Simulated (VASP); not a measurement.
# Li3TaO4 (I4/mmm) in VASP: single point with PBEsol

Aim: the single point of Li3TaO4 with PBEsol.

Everything below comes from runs of VASP 6.6.1. Logs are shortened: lines on timing, memory, paths and dates and some standing lists are left out, and cuts for length are marked.

## (1) The cell of the first run

It takes space group I4/mmm (No. 139, tetragonal). The conventional cell has a = 4.099 Å, b = 4.099 Å, c = 8.953 Å, α = 90.00°, β = 90.00°, γ = 90.00°. Li (site symmetry 4/mmm) has 6 O at 2.05 to 2.55 Å within 2.7 Å. Within 2.7 Å of Li (site symmetry -4m2) lie 6 O at 2.07 to 2.24 Å. Ta (site symmetry 4/mmm) has 6 O at 1.92 to 2.05 Å within 2.6 Å. O (site symmetry mmm) has 4 Li at 2.05 to 2.24 Å and 2 Ta at 2.05 Å within 2.7 Å. O (site symmetry 4mm) has 1 Ta at 1.92 Å and 5 Li at 2.07 to 2.55 Å within 2.6 Å.

## (2) Single point, PBEsol (9.40 Å³/atom)

INCAR reads:

```
ALGO = Normal
EDIFF = 1E-6
ENCUT = 520
GGA = PS
ISIF = 2
ISMEAR = 0
LASPH = True
LCHARG = False
LREAL = False
LWAVE = False
NBANDS = 32
NELM = 80
PREC = Accurate
SIGMA = 0.02
```

KPOINTS reads:

```
k-points
0
Gamma
  10 10 10
```

POSCAR reads:

```
Li3TaO4
1.0
   -2.0495090255      2.0495090255      4.4763224902
    2.0495090255     -2.0495090255      4.4763224902
    2.0495090255      2.0495090255     -4.4763224902
Li Ta O
3 1 4
Direct
    0.5000000000      0.5000000000      0.0000000000
    0.2500000000      0.7500000000      0.5000000000
    0.7500000000      0.2500000000      0.5000000000
    0.0000000000      0.0000000000      0.0000000000
    0.0000000000      0.5000000000      0.5000000000
    0.7850157651      0.7850157651      0.0000000000
    0.5000000000      0.0000000000      0.5000000000
    0.2149842349      0.2149842349      0.0000000000
```

Potentials or basis: VASP PAW PBE potentials, release 64 (Li_sv, Ta_pv, O).

Started as:

```console
$ cat potpaw_PBE.64/Li_sv/POTCAR potpaw_PBE.64/Ta_pv/POTCAR potpaw_PBE.64/O/POTCAR > POTCAR
$ mpirun -np 1 vasp_std > vasp.out
```

OUTCAR:

```text
EDIFF = 1E-6
   ENCUT = 520
   GGA = PS
   ISIF = 2
   ISMEAR = 0
   LASPH = True
   LREAL = False
   NELM = 80
   PREC = Accurate

 ion  position               nearest neighbor table
   1  0.500  0.500  0.000-   5 2.05   7 2.05   7 2.05   5 2.05   4 2.90   4 2.90   4 2.90   4 2.90

   2  0.250  0.750  0.500-   6 2.07   8 2.07   6 2.07   8 2.07   7 2.24   5 2.24   4 3.03   4 3.03
                             4 3.03   4 3.03
   3  0.750  0.250  0.500-   6 2.07   8 2.07   6 2.07   8 2.07   7 2.24   5 2.24   4 3.03   4 3.03
                             4 3.03   4 3.03
   4  0.000  0.000  0.000-   6 1.92   8 1.92   7 2.05   5 2.05   5 2.05   7 2.05   1 2.90   1 2.90
                             1 2.90   1 2.90   3 3.03   2 3.03   3 3.03   3 3.03   2 3.03   2 3.03
   5  0.000  0.500  0.500-   1 2.05   4 2.05   4 2.05   1 2.05   3 2.24   2 2.24
   6  0.785  0.785  0.000-   4 1.92   3 2.07   2 2.07   3 2.07   2 2.07
   7  0.500  0.000  0.500-   1 2.05   4 2.05   1 2.05   4 2.05   3 2.24   2 2.24
   8  0.215  0.215  0.000-   4 1.92   2 2.07   3 2.07   2 2.07   3 2.07

  LATTYP: Found a body centered tetragonal cell.
 ALAT       =     4.0990180510
 C/A-ratio  =     2.1840950367

  Lattice vectors:

 A1 = (  -2.0495090255,   2.0495090255,   4.4763224902)
 A2 = (   2.0495090255,  -2.0495090255,   4.4763224902)
 A3 = (   2.0495090255,   2.0495090255,  -4.4763224902)

Analysis of symmetry for initial positions (statically):
=====================================================================
 Subroutine PRICEL returns:
 Original cell was already a primitive cell.

 Routine SETGRP: Setting up the symmetry group for a
 body centered tetragonal supercell.

 Subroutine GETGRP returns: Found 16 space group operations
 (whereof 16 operations were pure point group operations)
 out of a pool of 16 trial point group operations.

The static configuration has the point symmetry D_4h.

Analysis of symmetry for dynamics (positions and initial velocities):
=====================================================================
 Subroutine PRICEL returns:
 Original cell was already a primitive cell.

 Routine SETGRP: Setting up the symmetry group for a
 body centered tetragonal supercell.

 Subroutine GETGRP returns: Found 16 space group operations
 (whereof 16 operations were pure point group operations)
 out of a pool of 16 trial point group operations.

The dynamic configuration has the point symmetry D_4h.

 Subroutine INISYM returns: Found 16 space group operations
 (whereof 16 operations are pure point group operations),
 and found     1 'primitive' translations

----------------------------------------------------------------------------------------

                                     Primitive cell

  volume of cell :      75.2109

  direct lattice vectors                    reciprocal lattice vectors
    -2.049509025  2.049509025  4.476322490     0.000000000  0.243960868  0.111698833
     2.049509025 -2.049509025  4.476322490     0.243960868  0.000000000  0.111698833
     2.049509025  2.049509025 -4.476322490     0.243960868  0.243960868  0.000000000

  length of vectors
     5.332770155  5.332770155  5.332770155     0.268316109  0.268316109  0.345012768

  position of ions in fractional coordinates (direct lattice)
     0.500000000  0.500000000  0.000000000
     0.250000000  0.750000000  0.500000000
     0.750000000  0.250000000  0.500000000
     0.000000000  0.000000000  0.000000000
     0.000000000  0.500000000  0.500000000
     0.785015765  0.785015765  0.000000000
     0.500000000  0.000000000  0.500000000
     0.214984235  0.214984235  0.000000000

  ion indices of the primitive-cell ions
   primitive index   ion index
                 1           1
                 2           2
                 3           3
                 4           4
                 5           5
                 6           6
                 7           7
                 8           8

----------------------------------------------------------------------------------------

 KPOINTS: k-points

Automatic generation of k-mesh.
 Grid dimensions read from file:
 generate k-points for:   10   10   10

 Generating k-lattice:

  Cartesian coordinates                     Fractional coordinates (reciprocal lattice)
     0.000000000  0.024396087  0.011169883     0.100000000  0.000000000 -0.000000000
     0.024396087  0.000000000  0.011169883     0.000000000  0.100000000 -0.000000000
     0.024396087  0.024396087  0.000000000     0.000000000  0.000000000  0.100000000

  Length of vectors
     0.026831611  0.026831611  0.034501277

  Shift w.r.t. Gamma in fractional coordinates (k-lattice)
     0.000000000  0.000000000  0.000000000

 Subroutine IBZKPT returns following result:
 ===========================================

 Found    102 irreducible k-points:

 Following reciprocal coordinates:
            Coordinates               Weight
  0.000000  0.000000  0.000000      1.000000
  0.100000  0.000000 -0.000000      8.000000
  0.200000  0.000000 -0.000000      8.000000
  0.300000  0.000000  0.000000      8.000000
  0.400000 -0.000000  0.000000      8.000000
  0.500000 -0.000000  0.000000      4.000000
[... 16 lines left out ...]
  0.300000  0.300000  0.000000      8.000000
  0.400000  0.300000  0.000000     16.000000
 [... further k-points ...]
   k-points           NKPTS =    102   k-points in BZ     NKDIM =    102   number of bands    NBANDS=     32
   number of dos      NEDOS =    301   number of ions     NIONS =      8
   total plane-waves  NPLWV =  64000
   dimension x,y,z NGX =    40 NGY =   40 NGZ =   40
   dimension x,y,z NGXF=    80 NGYF=   80 NGZF=   80
   ions per type =               3   1   4
   NGX,Y,Z   is equivalent  to a cutoff of  12.47, 12.47, 12.47 a.u.
   NGXF,Y,Z  is equivalent  to a cutoff of  24.94, 24.94, 24.94 a.u.
 SYSTEM =  unknown system
   PREC   = accura    normal or accurate (medium, high low for compatibility)
   ISTART =      0    job   : 0-new  1-cont  2-samecut
   ICHARG =      2    charge: 1-file 2-atom 10-const
   ISPIN  =      1    spin polarized calculation?
   LNONCOLLINEAR =      F non collinear calculations
   LSORBIT =      F    spin-orbit coupling
   LASPH  =      T    aspherical Exc in radial PAW
   ENCUT  =  520.0 eV  38.22 Ry    6.18 a.u.   9.92  9.92  9.92*2*pi/ulx,y,z
   NELM   =     80;   NELMIN=  2; NELMDL= -5     # of ELM steps
   EDIFF  = 0.1E-05   stopping-criterion for ELM
   LREAL  =      F    real-space projection
   EDIFFG = 0.1E-04   stopping-criterion for IOM
   NSW    =      0    number of steps for IOM
   IBRION =     -1    ionic relax: 0-MD 1-quasi-New 2-CG
   NFREE  =      0    steps in history (QN), initial steepest desc. (CG)
   ISIF   =      2    stress and relaxation
   ISYM   =      2    0-nonsym 1-usesym 2-fastsym
   POTIM  = 0.5000    time-step for ionic-motion
   TEBEG  =    0.0;   TEEND  =   0.0 temperature during run
   PSTRESS=    0.0 pullay stress
   NELECT =      44.0000    total number of electrons
   NUPDOWN=      -1.0000    fix difference up-down
   EMIN   =  10.00;   EMAX   =-10.00  energy-range for DOS
   EFERMI =   0.00;   METHOD = LEGACY
   ISMEAR =     0;   SIGMA  =   0.02  broadening in eV -4-tet -1-fermi 0-gaus
   EFERMI_NEDOS =   21; number of points for ismear=-14 and -15
   IALGO  =     38    algorithm
   IMIX   =      4    mixing-type and parameters
     AMIX     =   0.40;   BMIX     =  1.00
     AMIX_MAG =   1.60;   BMIX_MAG =  1.00
  volume/ion in A,a.u.               =       9.40        63.44
  Fermi-wavevector in a.u.,A,eV,Ry     =   1.369195  2.587404 25.506782  1.874696
  Thomas-Fermi vector in A             =   2.495092
   LORBIT       =      0    0 simple, 1 ext, 2 COOP (PROOUT), +10 PAW based schemes
   GGA     = PS    functional components
   LHFCALC =     F    Hartree Fock is set to
   AEXX    =    0.0000 exact exchange contribution
   IVDW    =     0    specifies the selected vdW correction
   LEPSILON=     F    determine dielectric tensor
   LRPA    =     F    only Hartree local field effects (RPA)
 non-spin polarized calculation
 Gauss-broadening in eV      SIGMA  =   0.02
  energy-cutoff  :      520.00
  volume of cell :       75.21
 maximum number of plane-waves:      2042
   NGX = 19   NGY = 19   NGZ = 19

 number of electron      44.0000008 magnetization

 Free energy of the ion-electron system (eV)
  ---------------------------------------------------
  ext. energy  EPLUGINS =         0.00000000
  ---------------------------------------------------
  free energy    TOTEN  =       -59.15592222 eV

  energy without entropy =      -59.15592222  energy(sigma->0) =      -59.15592222

 E-fermi :   2.4866     XC(G=0): -10.9388

 val. band max:        2.2842591410   @ k =   0.3000   0.3000   0.2000
 cond. band min:       3.8202044609   @ k =   0.0000   0.0000   0.0000
 fundamental gap:      1.5359453199
 Fermi energy:         2.4865864148

 k-point     1 :       0.0000    0.0000    0.0000
  band No.  band energies     occupation
      1     -40.8650      2.00000
      2     -39.7004      2.00000
      3     -39.6690      2.00000
      4     -32.0019      2.00000
      5     -32.0019      2.00000
      6     -31.7904      2.00000
[... 24 lines left out ...]
     31      14.7456      0.00000
     32      15.2099      0.00000

 k-point     2 :       0.1000    0.0000   -0.0000
  band No.  band energies     occupation
      1     -40.8649      2.00000
      2     -39.6996      2.00000
      3     -39.6697      2.00000
      4     -32.0084      2.00000
      5     -32.0016      2.00000
      6     -31.7902      2.00000
[... 24 lines left out ...]
     31      14.7705      0.00000
     32      14.9233      0.00000
[... 733 lines left out ...]
     31      13.5062      0.00000
     32      14.6354      0.00000

 k-point    24 :       0.4000    0.3000    0.0000
  band No.  band energies     occupation
      1     -40.8640      2.00000
      2     -39.6868      2.00000
      3     -39.6812      2.00000
      4     -32.0630      2.00000
      5     -32.0455      2.00000
      6     -31.7874      2.00000
[... 24 lines left out ...]
     31      13.6972      0.00000
     32      14.4370      0.00000

 [... further k-points ...]
[... 5 lines left out ...]
  --------------------------------------------------------------------------------------
  -------------------------------------------------------------------------------------
  Total       -1.6854870     -1.6854870     -1.3914870      0.0000000     -0.0000000      0.0000000
  in kB      -35.9050021    -35.9050021    -29.6420828      0.0000000     -0.0000000      0.0000000
  external PRESSURE =     -33.8173623 kB  Pullay stress =       0.0000000 kB

 VOLUME and BASIS-vectors are now :
 -----------------------------------------------------------------------------
  energy-cutoff  :      520.00
  volume of cell :       75.21
      direct lattice vectors                 reciprocal lattice vectors
    -2.049509025  2.049509025  4.476322490     0.000000000  0.243960868  0.111698833
     2.049509025 -2.049509025  4.476322490     0.243960868  0.000000000  0.111698833
     2.049509025  2.049509025 -4.476322490     0.243960868  0.243960868  0.000000000

 POSITION                                       TOTAL-FORCE (eV/Angst)
 -----------------------------------------------------------------------------------
      0.00000      0.00000      4.47632        -0.000000     -0.000000     -0.000000
      2.04951      0.00000      2.23816        -0.000000     -0.000000     -0.000000
      0.00000      2.04951      2.23816        -0.000000     -0.000000     -0.000000
      0.00000      0.00000      0.00000        -0.000000     -0.000000     -0.000000
      2.04951      0.00000      0.00000        -0.000000     -0.000000     -0.000000
      0.00000      0.00000      7.02797         0.000000      0.000000     -0.140270
      0.00000      2.04951      0.00000        -0.000000     -0.000000     -0.000000
      0.00000      0.00000      1.92468        -0.000000     -0.000000      0.140270
 -----------------------------------------------------------------------------------
    total drift:                                0.000000      0.000000     -0.000000

  FREE ENERGIE OF THE ION-ELECTRON SYSTEM (eV)
  ---------------------------------------------------
  free  energy   TOTEN  =       -59.1559222183 eV

  energy  without entropy=      -59.1559222183  energy(sigma->0) =      -59.15592222
```

Run time: 3.9 min. Hardware: 1 thread of Intel Xeon Platinum 8488C (Sapphire Rapids), shared host; peak memory 0.37 GiB.

What came out:

| Item | Value |
| --- | --- |
| Free energy | -59.1559 eV |
| Largest force | 0.140 eV/Å |
| Band gap on the k mesh | 1.54 eV (least direct gap 1.59 eV) |

Forces in eV/Å, atoms in the order of the input:
```
Li   0.000  0.000  0.000
Li   0.000  0.000  0.000
Li   0.000  0.000  0.000
Ta   0.000  0.000  0.000
O    0.000  0.000  0.000
O    0.000  0.000 -0.140
O    0.000  0.000  0.000
O    0.000  0.000  0.140
```

Caveat: the cutoff is under 1.25 times the usual one of these potentials, so pressure, stress and relaxed cells hold a basis-set (Pulay) error; the PAW data sets were made with another functional, which shifts forces and pressure a little; spin-orbit coupling is left out, which moves the levels of the heavy elements. A k mesh can miss the band edges.
